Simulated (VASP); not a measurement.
# Pt (Fm-3m) in VASP: notebook

The runs below take Pt through single point, relaxation of cell and atoms, with PBE.

Program: VASP 6.6.1. These are calculated values, not measurements. Logs are shortened: lines on timing, memory, paths and dates and some standing lists are left out, and cuts for length are marked.

### Step 1. The cell of the first run

The structure is cubic, space group Fm-3m (No. 225). The conventional cell has a = 3.816 Å, b = 3.816 Å, c = 3.816 Å, α = 90.00°, β = 90.00°, γ = 90.00°. Pt (site symmetry m-3m) has 12 Pt at 2.70 Å within 3.6 Å.

### Step 2. Single point, PBE

The input, INCAR:

```
SYSTEM = Pt
PREC = Accurate
ENCUT = 520
EDIFF = 1E-7
ISMEAR = -1
SIGMA = 0.1
LREAL = .FALSE.
LASPH = .TRUE.
NELM = 60
ALGO = Normal
ISIF = 2
LWAVE = .FALSE.
LCHARG = .FALSE.
GGA = PE
NBANDS = 11
```

The input, KPOINTS:

```
Automatic mesh
0
G
  17 17 17
  0 0 0
```

The input, POSCAR:

```
Pt
1.0
    0.0000000000      1.9078127585      1.9078127585
    1.9078127585      0.0000000000      1.9078127585
    1.9078127585      1.9078127585      0.0000000000
Pt
1
Direct
    0.0000000000      0.0000000000      0.0000000000
```

Potentials or basis: VASP PAW PBE potentials, release 64 (Pt).

Started as:

```console
$ cat potpaw_PBE.64/Pt/POTCAR > POTCAR
$ mpirun -np 1 vasp_std > vasp.out
```

OUTCAR:

```text
SYSTEM = Pt
   PREC = Accurate
   ENCUT = 520
   EDIFF = 1E-7
   ISMEAR = -1
   LREAL = .FALSE.
   LASPH = .TRUE.
   NELM = 60
   ISIF = 2
   GGA = PE

 ion  position               nearest neighbor table
   1  0.000  0.000  0.000-

  LATTYP: Found a face centered cubic cell.
 ALAT       =     3.8156255170

  Lattice vectors:

 A1 = (   0.0000000000,   1.9078127585,   1.9078127585)
 A2 = (   1.9078127585,   0.0000000000,   1.9078127585)
 A3 = (   1.9078127585,   1.9078127585,   0.0000000000)

Analysis of symmetry for initial positions (statically):
=====================================================================
 Subroutine PRICEL returns:
 Original cell was already a primitive cell.

 Routine SETGRP: Setting up the symmetry group for a
 face centered cubic supercell.

 Subroutine GETGRP returns: Found 48 space group operations
 (whereof 48 operations were pure point group operations)
 out of a pool of 48 trial point group operations.

The static configuration has the point symmetry O_h .

Analysis of symmetry for dynamics (positions and initial velocities):
=====================================================================
 Subroutine PRICEL returns:
 Original cell was already a primitive cell.

 Routine SETGRP: Setting up the symmetry group for a
 face centered cubic supercell.

 Subroutine GETGRP returns: Found 48 space group operations
 (whereof 48 operations were pure point group operations)
 out of a pool of 48 trial point group operations.

The dynamic configuration has the point symmetry O_h .

 Subroutine INISYM returns: Found 48 space group operations
 (whereof 48 operations are pure point group operations),
 and found     1 'primitive' translations

----------------------------------------------------------------------------------------

                                     Primitive cell

  volume of cell :      13.8879

  direct lattice vectors                    reciprocal lattice vectors
     0.000000000  1.907812758  1.907812758    -0.262080227  0.262080227  0.262080227
     1.907812758  0.000000000  1.907812758     0.262080227 -0.262080227  0.262080227
     1.907812758  1.907812758  0.000000000     0.262080227  0.262080227 -0.262080227

  length of vectors
     2.698054678  2.698054678  2.698054678     0.453936268  0.453936268  0.453936268

  position of ions in fractional coordinates (direct lattice)
     0.000000000  0.000000000  0.000000000

  ion indices of the primitive-cell ions
   primitive index   ion index
                 1           1

----------------------------------------------------------------------------------------

 KPOINTS: Automatic mesh

Automatic generation of k-mesh.
 Grid dimensions read from file:
 generate k-points for:   17   17   17

 Generating k-lattice:

  Cartesian coordinates                     Fractional coordinates (reciprocal lattice)
    -0.015416484  0.015416484  0.015416484     0.058823529  0.000000000  0.000000000
     0.015416484 -0.015416484  0.015416484     0.000000000  0.058823529  0.000000000
     0.015416484  0.015416484 -0.015416484     0.000000000  0.000000000  0.058823529

  Length of vectors
     0.026702133  0.026702133  0.026702133

  Shift w.r.t. Gamma in fractional coordinates (k-lattice)
     0.000000000  0.000000000  0.000000000

 Subroutine IBZKPT returns following result:
 ===========================================

 Found    165 irreducible k-points:

 Following reciprocal coordinates:
            Coordinates               Weight
  0.000000  0.000000  0.000000      1.000000
  0.058824  0.000000  0.000000      8.000000
  0.117647  0.000000  0.000000      8.000000
  0.176471  0.000000  0.000000      8.000000
  0.235294  0.000000  0.000000      8.000000
  0.294118  0.000000  0.000000      8.000000
[... 16 lines left out ...]
 -0.176471  0.058824  0.000000     24.000000
 -0.117647  0.058824  0.000000     24.000000
 [... further k-points ...]
   k-points           NKPTS =    165   k-points in BZ     NKDIM =    165   number of bands    NBANDS=     11
   number of dos      NEDOS =    301   number of ions     NIONS =      1
   total plane-waves  NPLWV =   8000
   dimension x,y,z NGX =    20 NGY =   20 NGZ =   20
   dimension x,y,z NGXF=    40 NGYF=   40 NGZF=   40
   ions per type =               1
   NGX,Y,Z   is equivalent  to a cutoff of  12.32, 12.32, 12.32 a.u.
   NGXF,Y,Z  is equivalent  to a cutoff of  24.65, 24.65, 24.65 a.u.
 SYSTEM =  Pt
   PREC   = accura    normal or accurate (medium, high low for compatibility)
   ISTART =      0    job   : 0-new  1-cont  2-samecut
   ICHARG =      2    charge: 1-file 2-atom 10-const
   ISPIN  =      1    spin polarized calculation?
   LNONCOLLINEAR =      F non collinear calculations
   LSORBIT =      F    spin-orbit coupling
   LASPH  =      T    aspherical Exc in radial PAW
   ENCUT  =  520.0 eV  38.22 Ry    6.18 a.u.   5.02  5.02  5.02*2*pi/ulx,y,z
   NELM   =     60;   NELMIN=  2; NELMDL= -5     # of ELM steps
   EDIFF  = 0.1E-06   stopping-criterion for ELM
   LREAL  =      F    real-space projection
   EDIFFG = 0.1E-05   stopping-criterion for IOM
   NSW    =      0    number of steps for IOM
   IBRION =     -1    ionic relax: 0-MD 1-quasi-New 2-CG
   NFREE  =      0    steps in history (QN), initial steepest desc. (CG)
   ISIF   =      2    stress and relaxation
   ISYM   =      2    0-nonsym 1-usesym 2-fastsym
   POTIM  = 0.5000    time-step for ionic-motion
   TEBEG  =    0.0;   TEEND  =   0.0 temperature during run
   PSTRESS=    0.0 pullay stress
   NELECT =      10.0000    total number of electrons
   NUPDOWN=      -1.0000    fix difference up-down
   EMIN   =  10.00;   EMAX   =-10.00  energy-range for DOS
   EFERMI =   0.00;   METHOD = LEGACY
   ISMEAR =    -1;   SIGMA  =   0.10  broadening in eV -4-tet -1-fermi 0-gaus
   EFERMI_NEDOS =   21; number of points for ismear=-14 and -15
   IALGO  =     38    algorithm
   IMIX   =      4    mixing-type and parameters
     AMIX     =   0.40;   BMIX     =  1.00
     AMIX_MAG =   1.60;   BMIX_MAG =  1.00
  volume/ion in A,a.u.               =      13.89        93.72
  Fermi-wavevector in a.u.,A,eV,Ry     =   1.467334  2.772860 29.294297  2.153070
  Thomas-Fermi vector in A             =   2.582964
   LORBIT       =      0    0 simple, 1 ext, 2 COOP (PROOUT), +10 PAW based schemes
   GGA     = PE    functional components
   LHFCALC =     F    Hartree Fock is set to
   AEXX    =    0.0000 exact exchange contribution
   IVDW    =     0    specifies the selected vdW correction
   LEPSILON=     F    determine dielectric tensor
   LRPA    =     F    only Hartree local field effects (RPA)
 non-spin polarized calculation
  energy-cutoff  :      520.00
  volume of cell :       13.89
 maximum number of plane-waves:       383
   NGX =  9   NGY =  9   NGZ =  9

 number of electron      10.0000000 magnetization

 number of electron       9.9999999 magnetization

 Free energy of the ion-electron system (eV)
  ---------------------------------------------------
  ext. energy  EPLUGINS =         0.00000000
  ---------------------------------------------------
  free energy    TOTEN  =        -5.93447645 eV

  energy without entropy =       -5.88818691  energy(sigma->0) =       -5.91133168

 E-fermi :  12.9448     XC(G=0): -13.9899

 val. band max:       12.9444177944   @ k =  -0.4706   0.1176   0.0000
 cond. band min:      12.9464145086   @ k =  -0.4706   0.2353   0.0588
 fundamental gap:      0.0019967141
 Fermi energy:        12.9447557316

 k-point     1 :       0.0000    0.0000    0.0000
  band No.  band energies     occupation
      1       1.7466      2.00000
      2       8.6013      2.00000
      3       8.6013      2.00000
      4       8.6013      2.00000
      5      11.0699      2.00000
      6      11.0699      2.00000
      7      27.2846      0.00000
      8      32.7261      0.00000
      9      32.7261      0.00000
     10      32.7261      0.00000
     11      38.3803      0.00000

 k-point     2 :       0.0588    0.0000    0.0000
  band No.  band energies     occupation
      1       1.8982      2.00000
      2       8.5278      2.00000
      3       8.6640      2.00000
      4       8.6640      2.00000
      5      11.0317      2.00000
      6      11.0317      2.00000
      7      27.5358      0.00000
      8      31.9776      0.00000
      9      32.9719      0.00000
     10      32.9719      0.00000
     11      39.2607      0.00000

 k-point     3 :       0.1176    0.0000    0.0000
  band No.  band energies     occupation
      1       2.3360      2.00000
      2       8.3441      2.00000
      3       8.8250      2.00000
      4       8.8250      2.00000
      5      10.9538      2.00000
      6      10.9538      2.00000
      7      28.2174      0.00000
      8      30.4622      0.00000
      9      33.6871      0.00000
     10      33.6871      0.00000
     11      40.4093      0.00000

 k-point     4 :       0.1765    0.0000    0.0000
  band No.  band energies     occupation
      1       2.9991      2.00000
      2       8.1566      2.00000
      3       8.9921      2.00000
      4       8.9921      2.00000
      5      10.9483      2.00000
      6      10.9483      2.00000
      7      28.7415      0.00000
      8      29.1317      0.00000
      9      34.8038      0.00000
     10      34.8038      0.00000
     11      38.6959      0.00000
[... 239 lines left out ...]
 k-point    22 :      -0.2353    0.0588    0.0000
  band No.  band energies     occupation
      1       4.1091      2.00000
      2       8.0777      2.00000
      3       9.0104      2.00000
      4       9.1057      2.00000
      5      10.8975      2.00000
      6      11.7619      1.99999
      7      26.5778      0.00000
      8      29.6228      0.00000
      9      34.8290      0.00000
     10      35.8894      0.00000
     11      37.8032      0.00000

 k-point    23 :      -0.1765    0.0588    0.0000
  band No.  band energies     occupation
      1       3.3756      2.00000
      2       8.0086      2.00000
      3       9.0688      2.00000
      4       9.1115      2.00000
      5      10.6360      2.00000
      6      11.3480      2.00000
      7      28.3061      0.00000
      8      29.5136      0.00000
      9      34.0868      0.00000
     10      36.1064      0.00000
     11      37.1946      0.00000

 k-point    24 :      -0.1176    0.0588    0.0000
  band No.  band energies     occupation
      1       2.6646      2.00000
      2       8.1781      2.00000
      3       8.9387      2.00000
      4       8.9738      2.00000
      5      10.6845      2.00000
      6      11.1528      2.00000
      7      28.7039      0.00000
      8      29.9041      0.00000
      9      33.2897      0.00000
     10      34.6740      0.00000
     11      39.5390      0.00000

 [... further k-points ...]
[... 5 lines left out ...]
  --------------------------------------------------------------------------------------
  -------------------------------------------------------------------------------------
  Total        3.5088819      3.5088819      3.5088819     -0.0000000      0.0000000      0.0000000
  in kB      404.8014745    404.8014745    404.8014745     -0.0000000      0.0000000      0.0000000
  external PRESSURE =     404.8014745 kB  Pullay stress =       0.0000000 kB

 VOLUME and BASIS-vectors are now :
 -----------------------------------------------------------------------------
  energy-cutoff  :      520.00
  volume of cell :       13.89
      direct lattice vectors                 reciprocal lattice vectors
     0.000000000  1.907812758  1.907812758    -0.262080227  0.262080227  0.262080227
     1.907812758  0.000000000  1.907812758     0.262080227 -0.262080227  0.262080227
     1.907812758  1.907812758  0.000000000     0.262080227  0.262080227 -0.262080227

 POSITION                                       TOTAL-FORCE (eV/Angst)
 -----------------------------------------------------------------------------------
      0.00000      0.00000      0.00000         0.000000      0.000000      0.000000
 -----------------------------------------------------------------------------------
    total drift:                                0.000000      0.000000      0.000000

  FREE ENERGIE OF THE ION-ELECTRON SYSTEM (eV)
  ---------------------------------------------------
  free  energy   TOTEN  =        -5.9344764524 eV

  energy  without entropy=       -5.8881869125  energy(sigma->0) =       -5.91133168
```

It took 29 s on 1 thread of Intel Xeon Platinum 8375C at 2.90GHz (Ice Lake), shared host; peak memory 0.14 GiB.

What came out:

```yaml
Free_energy: -5.9345 eV
Pressure: 40.5 GPa
Band_gap_on_the_k_mesh: zero (band 5 reaches 13.47 eV, above the bottom of band 6 at 10.95 eV)
```

Caveat: spin-orbit coupling is left out, which moves the levels of the heavy elements.

### Step 3. Single point, PBE

This run uses another cell than the first one, of 15.67 Å³/atom, 1.128 times its volume.

The input, INCAR:

```
SYSTEM = Pt
  PREC = Accurate
  ENCUT = 520
  EDIFF = 1E-7
  ISMEAR = -1
  SIGMA = 0.1
  LREAL = .FALSE.
  LASPH = .TRUE.
  NELM = 100
  ALGO = Normal
  ISIF = 2
  LWAVE = .FALSE.
  LCHARG = .FALSE.
  GGA = PE
  NBANDS = 11
```

KPOINTS is that of step 2.

The input, POSCAR:

```
Pt
1.0
    0.0000000000      1.9859538681      1.9859538681
    1.9859538681      0.0000000000      1.9859538681
    1.9859538681      1.9859538681      0.0000000000
Pt
1
Direct
    0.0000000000      0.0000000000      0.0000000000
```

Potentials or basis: VASP PAW PBE potentials, release 64 (Pt).

Started as:

```console
$ cat potpaw_PBE.64/Pt/POTCAR > POTCAR
$ mpirun -np 1 vasp_std > vasp.out
```

Run time: 34 s. Hardware: 1 thread of Intel Xeon Platinum 8375C at 2.90GHz (Ice Lake), shared host; peak memory 0.16 GiB.

Results (log left out):

```
Free energy            : -6.1305 eV
Pressure               : -0.5 GPa
Band gap on the k mesh : zero (band 5 reaches 10.97 eV, above the bottom of band 6 at 8.93 eV)
```

Levels at points of the mesh, in eV from the Fermi level:
```tsv
k point	band 1	band 2	band 3	band 4	band 5	band 6	band 7	band 8	band 9	band 10
(0.00, 0.00, 0.00)	-9.81	-3.57	-3.57	-3.57	-1.55	-1.55	14.73	19.48	19.48	19.48
```

Caveat: spin-orbit coupling is left out, which moves the levels of the heavy elements.

### Step 4. Relaxation of cell and atoms, PBE, target pressure 41 GPa, at which the enthalpy is minimised

The input, INCAR:

```
SYSTEM = Pt
PREC = Accurate ; ENCUT = 600
EDIFF = 1E-7 ; ISMEAR = -1
SIGMA = 0.1 ; LREAL = .False.
LASPH = .True. ; NELM = 100
ALGO = Normal ; ISIF = 3
LWAVE = .False. ; LCHARG = .False.
GGA = PE ; IBRION = 2
NSW = 60 ; EDIFFG = -0.005
PSTRESS = 410.0
```

The input, KPOINTS:

```
regular mesh
0
Gamma
  17 17 17
  0 0 0
```

The input, POSCAR:

```
Pt
1.0
    0.0000000000      1.9074232116      1.9074232116
    1.9074232116      0.0000000000      1.9074232116
    1.9074232116      1.9074232116      0.0000000000
Pt
1
Direct
    0.0000000000      0.0000000000      0.0000000000
```

Started as:

```console
$ cat potpaw_PBE.64/Pt/POTCAR > POTCAR
$ mpirun -np 1 vasp_std > vasp.out
```

Run time: 15 s. Hardware: 1 thread of Intel Xeon 6975P-C (Granite Rapids), shared host; peak memory 0.16 GiB.

It converged, with:

- Free energy: -5.9315 eV
- Relaxed volume: 13.87 Å³/atom
- Relaxed cell: a = 2.697 Å, b = 2.697 Å, c = 2.697 Å, α = 60.00°, β = 60.00°, γ = 60.00°
- Space group after relaxing (to 0.05 Å): Fm-3m (No. 225)
- Energy change on relaxing (the enthalpy is what falls): +1.1 meV/atom
- Ionic steps: 3
- Pressure after relaxing: 41.0 GPa
- Band gap on the k mesh: zero (band 5 reaches 13.50 eV, above the bottom of band 6 at 10.96 eV)

The path:
```csv
step,energy change (eV),largest force (eV/Å),pressure (GPa),volume (Å³)
1,0.0000,0.0000,40.88,13.88
2,0.0056,0.0000,41.58,13.86
3,0.0011,0.0000,41.02,13.87
```

Final structure:
```
Pt
1.0
     0.00000    1.90722    1.90722
     1.90722    0.00000    1.90722
     1.90722    1.90722    0.00000
Pt
1
Direct
  0.00000 0.00000 0.00000
```

Levels at points of the mesh, in eV from the Fermi level:
| k point | band 3 | band 4 | band 5 | band 6 | band 7 | band 8 |
| --- | --- | --- | --- | --- | --- | --- |
| (0.00, 0.00, 0.00) | -4.35 | -4.35 | -1.88 | -1.88 | 14.34 | 19.78 |

Caveat: the cell is relaxed towards a set pressure, so the enthalpy falls and the energy may rise; spin-orbit coupling is left out, which moves the levels of the heavy elements.

### Step 5. The runs side by side

```tsv
task	cell	cutoff (eV)	gap on the mesh (eV)	pressure (GPa)
single point	a = 2.698 Å, angles 60.0°, 1 atom	520	none	40.5
single point	a = 2.809 Å, angles 60.0°, 1 atom	520	none	-0.5
relaxation of cell and atoms	relaxed to 41 GPa from a = 2.698 Å, angles 60.0°, 1 atom	600	none	41.0
```

Alike in all rows: level PBE; potentials or basis VASP PAW PBE potentials, release 64 (Pt); no spin polarisation; k mesh 17 × 17 × 17; smearing fermi-dirac 0.1 eV.

Caveats: spin-orbit coupling is left out, which moves the levels of the heavy elements; the cell is relaxed towards a set pressure, so the enthalpy falls and the energy may rise (some runs).

Absolute energies hang on the potentials; compare differences alone.
